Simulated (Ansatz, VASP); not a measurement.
**MgBe: VASP beside Ansatz**

```
Mg Be
1.0
     4.71663    0.00000    0.00000
     0.00000    4.71663    0.00000
     0.00000    0.00000    3.98594
Mg Be
2 2
Direct
  0.50000 0.00000 0.52929
  0.00000 0.50000 0.52929
  0.50000 0.50000 0.79658
  0.50000 0.50000 0.30140
```

Alike in both runs: functional PBE; k mesh 10 × 10 × 12; occupations gaussian, width 0.1 eV; no spin polarisation.

Ansatz relaxed the structure, and its values are those at the end. VASP's run is a single point on that final structure, the one shown.

```csv
,VASP,Ansatz
version,VASP 6.6.1,Ansatz 0.2.0
potentials or method,"VASP PAW PBE potentials, release 64 (Mg, Be), cutoff 520 eV","scalar-relativistic, plane waves, PAW"
valence electrons in the cell,8,24
```

|  | VASP | Ansatz | Ansatz less VASP |
| --- | --- | --- | --- |
| gap on the k mesh at the Fermi level (eV) | none | none | - |
| pressure (GPa) | 0.0 | 0.0 | +0.02 |

A gap of «none» marks a metal or a gap that the smearing closes. VASP's potentials hold 8 valence electrons a cell and Ansatz's 24, so a difference there can come from the potentials and not from the codes.
